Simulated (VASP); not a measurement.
Here is a VASP 6.6.1 calculation.

The input INCAR:

```
  PREC = Accurate
  ENCUT = 520
  EDIFF = 1E-6
  ISMEAR = -1
  SIGMA = 0.05
  LREAL = F
  LASPH = T
  NELM = 80
  ALGO = Normal
  ISIF = 2
  LWAVE = F
  LCHARG = F
  GGA = PE
  NBANDS = 12
```

File KPOINTS:

```
Automatic mesh
0
Gamma
  15 15 15
```

Contents of POSCAR:

```
Ag
1.0
    0.0000000000      2.0431000000      2.0839620000
    2.0431000000      0.0000000000      2.0839620000
    2.0431000000      2.0431000000      0.0000000000
Ag
1
Direct
    0.0000000000      0.0000000000      0.0000000000
```

Potentials or basis: VASP PAW PBE potentials, release 64 (Ag).

Run with:

```sh
$ cat potpaw_PBE.64/Ag/POTCAR > POTCAR
$ mpirun -np 1 vasp_std > vasp.out
```

Problem. Estimate the pressure.

Solution. 2.3 GPa.

Problem. Predict the band gap on the k mesh.

Solution. Zero (an odd number of electrons rules out a gap without spin polarisation).

Stress tensor (GPa, compression positive):
```
2.35 0.00 0.00
0.00 2.35 0.00
0.00 0.00 2.08
```

Caveat: the cell differs from its parent crystal (zz strain of +2 %).
